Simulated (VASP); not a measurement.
Here is a VASP 6.6.1 calculation.

INCAR

```
PREC     = Accurate       # precision mode
ENCUT    = 520            # plane-wave cutoff, eV
EDIFF    = 1E-6           # SCF threshold, eV
ISMEAR   = 0              # smearing method
SIGMA    = 0.15           # smearing width, eV
LREAL    = False          # projectors in reciprocal space
LASPH    = True           # aspherical terms in the spheres
NELM     = 60             # most SCF steps
ALGO     = Fast           # electronic algorithm
ISIF     = 2              # what is computed and relaxed
LWAVE    = False          # write WAVECAR
LCHARG   = False          # write CHGCAR
GGA      = CA             # functional
NBANDS   = 14             # bands
```

File KPOINTS:

```
regular mesh
0
Gamma
  24 24 24
```

Contents of POSCAR:

```
Rh
1.0
    0.0000000000      2.1345251593      1.5091092876
    2.1345251593      0.0000000000      1.5091092876
    2.1345251593      2.1345251593      0.0000000000
Rh
1
Direct
    0.0000000000      0.0000000000      0.0000000000
```

Potentials or basis: VASP PAW LDA potentials, release 64 (Rh_pv).

Run with:

```bash
$ cat potpaw_LDA.64/Rh_pv/POTCAR > POTCAR
$ mpirun -np 1 vasp_std > vasp.out
```

Estimate the pressure.

-2.6 GPa.
